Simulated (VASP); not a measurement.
The system is NaCl.

```xyz
2
Lattice="0.0000 2.7753 2.7753 2.7753 0.0000 2.7753 2.7753 2.7753 0.0000" Properties=species:S:1:pos:R:3 pbc="T T T"
Cl    2.7753    2.7753    2.7753
Na    0.0000    0.0000    0.0000
```

Base run:

```yaml
Program: VASP 6.6.1
Functional: r2SCAN
Potentials_or_basis: VASP PAW PBE potentials, release 64 (Cl, Na_pv)
Cutoff: 520 eV
k_mesh: 8 × 8 × 8
Occupations: fermi-dirac, width 0.05 eV
Spin: no spin polarisation
```

Its results: band gap on the k mesh 6.13 eV; pressure 0.7 GPa.

Q: The run is repeated on the same cell with these changes: functional from r2SCAN to PBE-based screened hybrid with 25 % exact exchange; k mesh from 8 × 8 × 8 to 4 × 4 × 4. What comes out?

A: Band gap on the k mesh 6.43 eV; pressure 1.6 GPa.

Several settings changed at once.

Caveats: some runs use coarse meshes; the PAW data sets were made with another functional, which shifts forces and pressure a little.

